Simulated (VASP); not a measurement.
A run of VASP 6.6.1:

File INCAR:

```
  PREC = Accurate
  ENCUT = 520
  EDIFF = 1E-7
  ISMEAR = 0
  SIGMA = 0.15
  LREAL = False
  LASPH = True
  NELM = 80
  ALGO = Normal
  ISIF = 2
  LWAVE = False
  LCHARG = False
  GGA = PS
  NBANDS = 8
```

File KPOINTS:

```
Automatic mesh
0
Gamma
  12 12 12
```

Contents of POSCAR:

```
P
1.0
    4.4865501003      0.0000000000      0.0000000000
    0.0000000000      4.4865501003      0.0000000000
    0.0000000000      0.0000000000      4.2685500000
P
1
Direct
    0.0000000000      0.0000000000      0.0000000000
```

Potentials or basis: VASP PAW PBE potentials, release 64 (P).

The run is started by

```bash
$ cat potpaw_PBE.64/P/POTCAR > POTCAR
$ mpirun -np 1 vasp_std > vasp.out
```

Hardware: 1 thread of Intel(R) Xeon(R) 6975P-C (Granite Rapids) (shared host).

**Question.** How long does it take, and how much memory?

**Answer.** Run time: 34 s on 1 thread of Intel(R) Xeon(R) 6975P-C (Granite Rapids), on a shared host, peak memory 0.26 GiB. Counts: scf iterations 12, k points 196.
